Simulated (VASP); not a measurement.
# Ba4AlAs (F-43m) in VASP: further runs, part 2 of 2

VASP 6.6.1. Earlier steps stand in the parts before.

## 3. Relaxation of cell and atoms, PBE

INCAR

```
SYSTEM = Ba4AlAs
ALGO = Normal ; EDIFF = 1E-7
EDIFFG = -0.04 ; ENCUT = 510
GGA = PE ; GGA_COMPAT = .False.
IBRION = 2 ; ISIF = 3
ISMEAR = 0 ; LASPH = .True.
LCHARG = .False. ; LREAL = .False.
LWAVE = .False. ; NELM = 120
NELMIN = 4 ; NSW = 90
PREC = Accurate ; SIGMA = 0.1
```

KPOINTS

```
k-points
0
Gamma
  4 4 4
  0 0 0
```

POSCAR

```
Ba4AlAs
1.0
    0.0000000000      4.3904850600      4.3904850600
    4.3904850600      0.0000000000      4.3904850600
    4.3904850600      4.3904850600      0.0000000000
Ba Al As
4 1 1
Direct
    0.3759208700      0.3759208700      0.8722373800
    0.8722373800      0.3759208700      0.3759208700
    0.3759208700      0.3759208700      0.3759208700
    0.3759208700      0.8722373800      0.3759208700
    0.0000000000      0.0000000000      0.0000000000
    0.7500000000      0.7500000000      0.7500000000
```

Potentials or basis: VASP PAW PBE potentials, release 64 (Ba_sv, Al, As_d).

Launch:

```sh
$ cat potpaw_PBE.64/Ba_sv/POTCAR potpaw_PBE.64/Al/POTCAR potpaw_PBE.64/As_d/POTCAR > POTCAR
$ mpirun -np 1 vasp_std > vasp.out
```

OUTCAR:

```text
SYSTEM = Ba4AlAs
   EDIFF = 1E-7
   EDIFFG = -0.04
   ENCUT = 510
   GGA = PE
   IBRION = 2
   ISIF = 3
   ISMEAR = 0
   LASPH = .True.
   LREAL = .False.
   NELM = 120
   NELMIN = 4
   NSW = 90
   PREC = Accurate

 ion  position               nearest neighbor table
   1  0.376  0.376  0.872-   2 3.08   3 3.08   4 3.08   3 3.13   4 3.13   2 3.13   6 3.64   6 3.64
                             6 3.64   5 3.64   5 3.64   5 3.64
   2  0.872  0.376  0.376-   1 3.08   3 3.08   4 3.08   3 3.13   1 3.13   4 3.13   6 3.64   6 3.64
                             6 3.64   5 3.64   5 3.64   5 3.64
   3  0.376  0.376  0.376-   1 3.08   2 3.08   4 3.08   1 3.13   4 3.13   2 3.13   6 3.64   6 3.64
                             6 3.64   5 3.64   5 3.64   5 3.64
   4  0.376  0.872  0.376-   1 3.08   2 3.08   3 3.08   1 3.13   3 3.13   2 3.13   6 3.64   6 3.64
                             6 3.64   5 3.64   5 3.64   5 3.64
   5  0.000  0.000  0.000-   1 3.64   2 3.64   4 3.64   3 3.64   3 3.64   3 3.64   1 3.64   1 3.64
                             4 3.64   2 3.64   2 3.64   4 3.64
   6  0.750  0.750  0.750-   1 3.64   4 3.64   1 3.64   2 3.64   2 3.64   4 3.64   3 3.64   3 3.64
                             3 3.64   1 3.64   2 3.64   4 3.64

  LATTYP: Found a face centered cubic cell.
 ALAT       =     8.7809701200

  Lattice vectors:

 A1 = (   0.0000000000,   4.3904850600,   4.3904850600)
 A2 = (   4.3904850600,   0.0000000000,   4.3904850600)
 A3 = (   4.3904850600,   4.3904850600,   0.0000000000)

Analysis of symmetry for initial positions (statically):
=====================================================================
[... 154 lines left out ...]

--------------------------------------- Ionic step        1  -------------------------------------------

 number of electron      57.9999986 magnetization

 Free energy of the ion-electron system (eV)
  ---------------------------------------------------
  ext. energy  EPLUGINS =         0.00000000
  ---------------------------------------------------
  free energy    TOTEN  =       -11.04875037 eV

  energy without entropy =      -11.01403832  energy(sigma->0) =      -11.03139434

 E-fermi :   4.4311     XC(G=0):  -9.9461

 val. band max:        4.3700699320   @ k =   0.5000   0.2500   0.0000
 cond. band min:       4.4350286370   @ k =  -0.2500   0.2500   0.0000
 fundamental gap:      0.0649587051
 Fermi energy:         4.4311287276

 k-point     1 :       0.0000    0.0000    0.0000
  band No.  band energies     occupation
      1     -30.5024      2.00000
      2     -30.5024      2.00000
      3     -30.4998      2.00000
      4     -30.4998      2.00000
      5     -30.4998      2.00000
      6     -24.9305      2.00000
[... 484 lines left out ...]
--------------------------------------- Ionic step        6  -------------------------------------------

 number of electron      57.9999989 magnetization

 Free energy of the ion-electron system (eV)
  ---------------------------------------------------
  ext. energy  EPLUGINS =         0.00000000
  ---------------------------------------------------
  free energy    TOTEN  =       -13.42680402 eV

  energy without entropy =      -13.38383509  energy(sigma->0) =      -13.40531955

 E-fermi :   2.4035     XC(G=0):  -8.4387

 val. band max:        2.3615189460   @ k =   0.2500   0.2500   0.0000
 cond. band min:       2.4251730175   @ k =   0.5000   0.5000   0.0000
 fundamental gap:      0.0636540715
 Fermi energy:         2.4035274245

 k-point     1 :       0.0000    0.0000    0.0000
  band No.  band energies     occupation
      1     -32.5947      2.00000
      2     -32.5947      2.00000
      3     -32.5936      2.00000
      4     -32.5936      2.00000
      5     -32.5936      2.00000
      6     -26.5268      2.00000
[... 318 lines left out ...]
  FREE ENERGIE OF THE ION-ELECTRON SYSTEM (eV)
  ---------------------------------------------------
  free  energy   TOTEN  =       -13.4268040202 eV

  energy  without entropy=      -13.3838350870  energy(sigma->0) =      -13.40531955

 reached required accuracy - stopping structural energy minimisation
```

OSZICAR:

```text
N       E                     dE             d eps       ncg     rms          rms(c)
DAV:   1     0.624058862623E+03    0.62406E+03   -0.24990E+04   732   0.418E+03
DAV:   2     0.814714508251E+02   -0.54259E+03   -0.52965E+03   664   0.114E+03
DAV:   3    -0.551479994657E+01   -0.86986E+02   -0.85823E+02   758   0.165E+02
[... 71 lines left out ...]
DAV:   3    -0.134268052991E+02    0.14594E-05   -0.16089E-04   818   0.583E-02    0.743E-03
DAV:   4    -0.134268047012E+02    0.59786E-06   -0.56304E-06   692   0.873E-03    0.360E-03
DAV:   5    -0.134268044249E+02    0.27628E-06   -0.59801E-07   670   0.353E-03    0.161E-03
DAV:   6    -0.134268041136E+02    0.31131E-06   -0.14173E-07   408   0.224E-03    0.469E-04
DAV:   7    -0.134268040202E+02    0.93477E-07   -0.41813E-08   336   0.132E-03
   6 F= -.13426804E+02 E0= -.13405320E+02  d E =-.646174E-03
```

CONTCAR:

```text
Ba4AlAs
   1.00000000000000
    -0.0000000000000000    4.9671458377487694    4.9671458377487694
     4.9671458377487694   -0.0000000000000000    4.9671458377487694
     4.9671458377487694    4.9671458377487694    0.0000000000000000
  Ba              Al              As
     4     1     1
Direct
     0.3758696961909999    0.3758696961909999    0.8723909014270067
     0.8723909014270067    0.3758696961909999    0.3758696961909999
     0.3758696961909999    0.3758696961909999    0.3758696961909999
     0.3758696961909999    0.8723909014270067    0.3758696961909999
     0.0000000000000000    0.0000000000000000    0.0000000000000000
     0.7500000000000000    0.7500000000000000    0.7500000000000000

  0.00000000E+00  0.00000000E+00  0.00000000E+00
  0.00000000E+00  0.00000000E+00  0.00000000E+00
  0.00000000E+00  0.00000000E+00  0.00000000E+00
  0.00000000E+00  0.00000000E+00  0.00000000E+00
  0.00000000E+00  0.00000000E+00  0.00000000E+00
  0.00000000E+00  0.00000000E+00  0.00000000E+00
```

Wall time 4.5 min (1 thread of Intel Xeon Platinum 8488C (Sapphire Rapids), shared host); peak memory 0.36 GiB.

What came out:

| Property | Result |
| --- | --- |
| Free energy | -13.4268 eV |
| Relaxed volume | 40.85 Å³/atom |
| Relaxed cell | a = 7.025 Å, b = 7.025 Å, c = 7.025 Å, α = 60.00°, β = 60.00°, γ = 60.00° |
| Space group after relaxing (to 0.1 Å) | F-43m (No. 216) |
| Energy gained by relaxing | 396.3 meV/atom |
| Ionic steps | 6 |
| Pressure after relaxing | 0.1 GPa |
| Largest force after relaxing | 0.027 eV/Å |
| Band gap on the k mesh | zero (bands 29 and 30 overlap by 0.53 eV) |

Forces on the atoms (eV/Å):
```
Ba  -0.016 -0.016  0.016
Ba   0.016 -0.016 -0.016
Ba   0.016  0.016  0.016
Ba  -0.016  0.016 -0.016
Al   0.000  0.000  0.000
As   0.000  0.000  0.000
```

Step by step:
| step | energy change (eV) | largest force (eV/Å) | pressure (GPa) | volume (Å³) |
| --- | --- | --- | --- | --- |
| 1 | 0.0000 | 0.0728 | 14.57 | 169.27 |
| 2 | -2.3700 | 0.0718 | 0.41 | 240.19 |
| 3 | -2.3641 | 0.0563 | -0.48 | 255.30 |
| 4 | -2.3778 | 0.0656 | -0.02 | 246.81 |
| 5 | -2.3774 | 0.0673 | 0.09 | 245.07 |
| 6 | -2.3781 | 0.0272 | 0.08 | 245.10 |

Final structure:
```xyz
6
Lattice="0.0000 4.9671 4.9671 4.9671 0.0000 4.9671 4.9671 4.9671 0.0000" Properties=species:S:1:pos:R:3 pbc="T T T"
Ba    6.2003    6.2003    3.7340
Ba    3.7340    6.2003    6.2003
Ba    3.7340    3.7340    3.7340
Ba    6.2003    3.7340    6.2003
Al    0.0000    0.0000    0.0000
As    7.4507    7.4507    7.4507
```

Levels at points of the mesh, in eV from the Fermi level:
| k point | band 25 | band 26 | band 27 | band 28 | band 29 | band 30 | band 31 | band 32 | band 33 | band 34 |
| --- | --- | --- | --- | --- | --- | --- | --- | --- | --- | --- |
| (0.00, 0.00, 0.00) | -1.77 | -1.77 | -1.77 | -0.34 | -0.34 | -0.34 | 0.50 | 0.50 | 0.50 | 0.79 |
| (0.50, 0.00, 0.00) | -1.26 | -1.26 | -0.96 | -0.08 | -0.08 | 0.51 | 0.51 | 0.52 | 0.77 | 1.86 |
| (0.50, 0.50, 0.00) | -1.35 | -1.12 | -0.55 | -0.11 | -0.11 | 0.02 | 0.15 | 1.39 | 1.56 | 1.93 |

Caveat: the volume moved by over 15 % at a fixed basis, so the end points are rough; spin-orbit coupling is left out, which moves the levels of the heavy elements.

The gap in the log of VASP goes by the Fermi energy; the results here count the filled bands.